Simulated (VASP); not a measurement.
# CaBi2 in VASP: notebook

Runs on CaBi2. Level: PBE. Tasks: single point.

Everything below comes from runs of VASP 6.6.1. Logs are shortened: lines on timing, memory, paths and dates and some standing lists are left out, and cuts for length are marked.

## (1) The cell of the first run

The cell holds a sheet with vacuum, 3 atoms: a = 6.498 Å, b = 6.498 Å, c = 14.000 Å, α = 90.00°, β = 90.00°, γ = 120.00°.

## (2) Single point, PBE

INCAR

```
PREC = Accurate
ENCUT = 520
EDIFF = 1E-6
ISMEAR = 0
SIGMA = 0.1
LREAL = False
LASPH = True
NELM = 80
ALGO = Normal
ISIF = 2
LWAVE = False
LCHARG = False
LDIPOL = True
IDIPOL = 3
DIPOL = 0.5 0.5 0.500
GGA = PE
NBANDS = 27
```

KPOINTS

```
regular mesh
0
Gamma
  3 3 1
```

POSCAR

```
CaBi2
1.0
    6.4980840000      0.0000000000      0.0000000000
   -3.2490420000      5.6275060000      0.0000000000
    0.0000000000      0.0000000000     14.0000000000
Ca Bi
1 2
Direct
    0.0000000000      0.0000000000      0.5000000000
    0.3333333300      0.6666666700      0.5000000000
    0.6666666700      0.3333333300      0.5000000000
```

Potentials or basis: VASP PAW PBE potentials, release 64 (Ca_sv, Bi_d).

Launch:

```
cat potpaw_PBE.64/Ca_sv/POTCAR potpaw_PBE.64/Bi_d/POTCAR > POTCAR
mpirun -np 1 vasp_std > vasp.out
```

OUTCAR:

```text
PREC = Accurate
   ENCUT = 520
   EDIFF = 1E-6
   ISMEAR = 0
   LREAL = False
   LASPH = True
   NELM = 80
   ISIF = 2
   GGA = PE

 ion  position               nearest neighbor table
   1  0.000  0.000  0.500-
   2  0.333  0.667  0.500-   3 3.75   3 3.75   3 3.75
   3  0.667  0.333  0.500-   2 3.75   2 3.75   2 3.75

  LATTYP: Found a hexagonal cell.
 ALAT       =     6.4980840000
 C/A-ratio  =     2.1544812286

  Lattice vectors:

 A1 = (   6.4980840000,   0.0000000000,   0.0000000000)
 A2 = (  -3.2490420000,   5.6275060000,   0.0000000000)
 A3 = (   0.0000000000,   0.0000000000,  14.0000000000)

Analysis of symmetry for initial positions (statically):
=====================================================================
 Subroutine PRICEL returns:
 Original cell was already a primitive cell.

 Routine SETGRP: Setting up the symmetry group for a
 hexagonal supercell.

 Subroutine GETGRP returns: Found 24 space group operations
 (whereof 24 operations were pure point group operations)
 out of a pool of 24 trial point group operations.

The static configuration has the point symmetry D_6h.

Analysis of symmetry for dynamics (positions and initial velocities):
=====================================================================
 Subroutine PRICEL returns:
 Original cell was already a primitive cell.

 Routine SETGRP: Setting up the symmetry group for a
 hexagonal supercell.

 Subroutine GETGRP returns: Found 24 space group operations
 (whereof 24 operations were pure point group operations)
 out of a pool of 24 trial point group operations.

The dynamic configuration has the point symmetry D_6h.

 Subroutine INISYM returns: Found 24 space group operations
 (whereof 24 operations are pure point group operations),
 and found     1 'primitive' translations

----------------------------------------------------------------------------------------

                                     Primitive cell

  volume of cell :     511.9521

  direct lattice vectors                    reciprocal lattice vectors
     6.498084000  0.000000000  0.000000000     0.153891516  0.088849306  0.000000000
    -3.249042000  5.627506000  0.000000000     0.000000000  0.177698611  0.000000000
     0.000000000  0.000000000 14.000000000     0.000000000  0.000000000  0.071428571

  length of vectors
     6.498084000  6.498084156 14.000000000     0.177698615  0.177698611  0.071428571

  position of ions in fractional coordinates (direct lattice)
     0.000000000  0.000000000  0.500000000
     0.333333330  0.666666670  0.500000000
     0.666666670  0.333333330  0.500000000

  ion indices of the primitive-cell ions
   primitive index   ion index
                 1           1
                 2           2
                 3           3

----------------------------------------------------------------------------------------

 KPOINTS: regular mesh

Automatic generation of k-mesh.
 Grid dimensions read from file:
 generate k-points for:    3    3    1

 Generating k-lattice:

  Cartesian coordinates                     Fractional coordinates (reciprocal lattice)
     0.051297172  0.029616435  0.000000000     0.333333333  0.000000000  0.000000000
     0.000000000  0.059232870  0.000000000     0.000000000  0.333333333  0.000000000
     0.000000000  0.000000000  0.071428571     0.000000000  0.000000000  1.000000000

  Length of vectors
     0.059232872  0.059232870  0.071428571

  Shift w.r.t. Gamma in fractional coordinates (k-lattice)
     0.000000000  0.000000000  0.000000000

 Subroutine IBZKPT returns following result:
 ===========================================

 Found      3 irreducible k-points:

 Following reciprocal coordinates:
            Coordinates               Weight
  0.000000  0.000000  0.000000      1.000000
  0.333333  0.000000  0.000000      6.000000
  0.333333  0.333333  0.000000      2.000000
   k-points           NKPTS =      3   k-points in BZ     NKDIM =      3   number of bands    NBANDS=     27
   number of dos      NEDOS =    301   number of ions     NIONS =      3
   total plane-waves  NPLWV = 248832
   dimension x,y,z NGX =    48 NGY =   48 NGZ =  108
   dimension x,y,z NGXF=    96 NGYF=   96 NGZF=  216
   ions per type =               1   2
   NGX,Y,Z   is equivalent  to a cutoff of  12.28, 12.28, 12.82 a.u.
   NGXF,Y,Z  is equivalent  to a cutoff of  24.56, 24.56, 25.65 a.u.
 SYSTEM =  unknown system
   PREC   = accura    normal or accurate (medium, high low for compatibility)
   ISTART =      0    job   : 0-new  1-cont  2-samecut
   ICHARG =      2    charge: 1-file 2-atom 10-const
   ISPIN  =      1    spin polarized calculation?
   LNONCOLLINEAR =      F non collinear calculations
   LSORBIT =      F    spin-orbit coupling
   LASPH  =      T    aspherical Exc in radial PAW
   ENCUT  =  520.0 eV  38.22 Ry    6.18 a.u.  12.08 12.08 26.03*2*pi/ulx,y,z
   NELM   =     80;   NELMIN=  2; NELMDL= -5     # of ELM steps
   EDIFF  = 0.1E-05   stopping-criterion for ELM
   LREAL  =      F    real-space projection
   EDIFFG = 0.1E-04   stopping-criterion for IOM
   NSW    =      0    number of steps for IOM
   IBRION =     -1    ionic relax: 0-MD 1-quasi-New 2-CG
   NFREE  =      0    steps in history (QN), initial steepest desc. (CG)
   ISIF   =      2    stress and relaxation
   ISYM   =      2    0-nonsym 1-usesym 2-fastsym
   POTIM  = 0.5000    time-step for ionic-motion
   TEBEG  =    0.0;   TEEND  =   0.0 temperature during run
   PSTRESS=    0.0 pullay stress
   NELECT =      40.0000    total number of electrons
   NUPDOWN=      -1.0000    fix difference up-down
   EMIN   =  10.00;   EMAX   =-10.00  energy-range for DOS
   EFERMI =   0.00;   METHOD = LEGACY
   ISMEAR =     0;   SIGMA  =   0.10  broadening in eV -4-tet -1-fermi 0-gaus
   EFERMI_NEDOS =   21; number of points for ismear=-14 and -15
   IALGO  =     38    algorithm
   IMIX   =      4    mixing-type and parameters
     AMIX     =   0.40;   BMIX     =  1.00
     AMIX_MAG =   1.60;   BMIX_MAG =  1.00
  volume/ion in A,a.u.               =     170.65      1151.61
  Fermi-wavevector in a.u.,A,eV,Ry     =   0.699872  1.322566  6.664410  0.489820
  Thomas-Fermi vector in A             =   1.783870
   LORBIT       =      0    0 simple, 1 ext, 2 COOP (PROOUT), +10 PAW based schemes
   GGA     = PE    functional components
   LHFCALC =     F    Hartree Fock is set to
   AEXX    =    0.0000 exact exchange contribution
   IVDW    =     0    specifies the selected vdW correction
   LEPSILON=     F    determine dielectric tensor
   LRPA    =     F    only Hartree local field effects (RPA)
 non-spin polarized calculation
 Gauss-broadening in eV      SIGMA  =   0.10
  energy-cutoff  :      520.00
  volume of cell :      511.95
 maximum number of plane-waves:     13794
   NGX = 25   NGY = 25   NGZ = 53

 dipolmoment           0.000000      0.000000     -0.000000 electrons x Angstroem

 number of electron      39.9999993 magnetization

 dipolmoment           0.000000      0.000000      0.000000 electrons x Angstroem

 Free energy of the ion-electron system (eV)
  ---------------------------------------------------
  ext. energy  EPLUGINS =         0.00000000
  ---------------------------------------------------
  free energy    TOTEN  =        -8.19234075 eV

  energy without entropy =       -8.16197628  energy(sigma->0) =       -8.17715851

 E-fermi :  -2.0134     XC(G=0):  -2.9955

 val. band max:       -2.0760035622   @ k =   0.3333   0.0000   0.0000
 cond. band min:      -1.8818995780   @ k =   0.0000   0.0000   0.0000
 fundamental gap:      0.1941039842
 Fermi energy:        -2.0134254478

 k-point     1 :       0.0000    0.0000    0.0000
  band No.  band energies     occupation
      1     -44.9064      2.00000
      2     -25.9859      2.00000
      3     -25.7992      2.00000
      4     -25.7992      2.00000
      5     -24.4578      2.00000
      6     -24.4326      2.00000
      7     -24.4326      2.00000
      8     -24.4295      2.00000
      9     -24.4192      2.00000
     10     -24.4192      2.00000
     11     -24.3993      2.00000
     12     -24.3993      2.00000
     13     -24.3743      2.00000
     14     -24.3743      2.00000
     15     -12.6097      2.00000
     16     -11.3622      2.00000
     17      -3.8781      2.00000
     18      -3.8781      2.00000
     19      -3.2733      2.00000
     20      -1.8819      0.06288
     21      -1.8819      0.06288
     22      -1.2950      0.00000
     23      -1.1192      0.00000
     24       0.0051      0.00000
     25       0.0051      0.00000
     26       0.1562      0.00000
     27       1.1323      0.00000

 k-point     2 :       0.3333    0.0000    0.0000
  band No.  band energies     occupation
      1     -44.9064      2.00000
      2     -25.9859      2.00000
      3     -25.7991      2.00000
      4     -25.7989      2.00000
      5     -24.4533      2.00000
      6     -24.4394      2.00000
      7     -24.4333      2.00000
      8     -24.4302      2.00000
      9     -24.4216      2.00000
     10     -24.4185      2.00000
     11     -24.4068      2.00000
     12     -24.3970      2.00000
     13     -24.3718      2.00000
     14     -24.3672      2.00000
     15     -12.3739      2.00000
     16     -11.6773      2.00000
     17      -4.0778      2.00000
     18      -3.9239      2.00000
     19      -2.9785      2.00000
     20      -2.0760      1.62384
     21      -1.8513      0.02187
     22      -1.4405      0.00000
     23      -0.2374      0.00000
     24      -0.0603      0.00000
     25       0.2372      0.00000
     26       0.5340      0.00000
     27       1.2376      0.00000

 k-point     3 :       0.3333    0.3333    0.0000
  band No.  band energies     occupation
      1     -44.9064      2.00000
      2     -25.9859      2.00000
      3     -25.7989      2.00000
      4     -25.7989      2.00000
      5     -24.4473      2.00000
      6     -24.4473      2.00000
      7     -24.4339      2.00000
      8     -24.4259      2.00000
      9     -24.4259      2.00000
     10     -24.4178      2.00000
     11     -24.4150      2.00000
     12     -24.3831      2.00000
     13     -24.3831      2.00000
     14     -24.3600      2.00000
     15     -12.0416      2.00000
     16     -12.0416      2.00000
     17      -4.7883      2.00000
     18      -2.6533      2.00000
     19      -2.6533      2.00000
     20      -2.4886      2.00000
     21      -2.4886      2.00000
     22      -0.2811      0.00000
     23       0.2319      0.00000
     24       0.2634      0.00000
     25       0.2636      0.00000
     26       0.3114      0.00000
     27       0.3144      0.00000

------------------------ aborting loop because EDIFF is reached ----------------------------------------

 vacuum level on the upper side and lower side of the slab       (xc-potential included)        -0.128        -0.128

  FORCE on cell =-STRESS in cart. coord.  units (eV):
  Direction    XX          YY          ZZ          XY          YZ          ZX
  --------------------------------------------------------------------------------------
  -------------------------------------------------------------------------------------
  Total       -6.7789242     -6.7789246     -0.0401565      0.0000000     -0.0000000      0.0000000
  in kB      -21.2149512    -21.2149526     -0.1256717      0.0000000     -0.0000000      0.0000000
  external PRESSURE =     -14.1851918 kB  Pullay stress =       0.0000000 kB

 VOLUME and BASIS-vectors are now :
 -----------------------------------------------------------------------------
  energy-cutoff  :      520.00
  volume of cell :      511.95
      direct lattice vectors                 reciprocal lattice vectors
     6.498084000  0.000000000  0.000000000     0.153891516  0.088849306  0.000000000
    -3.249042000  5.627506000  0.000000000     0.000000000  0.177698611  0.000000000
     0.000000000  0.000000000 14.000000000     0.000000000  0.000000000  0.071428571

 POSITION                                       TOTAL-FORCE (eV/Angst)
 -----------------------------------------------------------------------------------
      0.00000      0.00000      7.00000         0.000000      0.000000      0.000000
     -0.00000      3.75167      7.00000        -0.000000      0.000000      0.000000
      3.24904      1.87584      7.00000         0.000000      0.000000      0.000000
 -----------------------------------------------------------------------------------
    total drift:                                0.000000      0.000000      0.000000

  FREE ENERGIE OF THE ION-ELECTRON SYSTEM (eV)
  ---------------------------------------------------
  free  energy   TOTEN  =        -8.1923407452 eV

  energy  without entropy=       -8.1619762758  energy(sigma->0) =       -8.17715851

 vacuum level on the upper side and lower side of the slab         1.812         1.812
```

It took 48 s on 1 thread of Intel Xeon 6975P-C (Granite Rapids), shared host; peak memory 0.54 GiB.

Results:

| Property | Result |
| --- | --- |
| Free energy | -8.1923 eV |
| Band gap on the k mesh | zero (band 20 reaches -1.88 eV, above the bottom of band 21 at -2.49 eV) |

Levels at points of the mesh, in eV from the Fermi level:
| k point | band 17 | band 18 | band 19 | band 20 | band 21 | band 22 | band 23 | band 24 |
| --- | --- | --- | --- | --- | --- | --- | --- | --- |
| (0.00, 0.00, 0.00) | -1.86 | -1.86 | -1.26 | 0.13 | 0.13 | 0.72 | 0.89 | 2.02 |

Caveat: the k points lie up to 0.37 Å⁻¹ apart; spin-orbit coupling is left out, which moves the levels of the heavy elements.

(Part 1 of 2 ends here.)
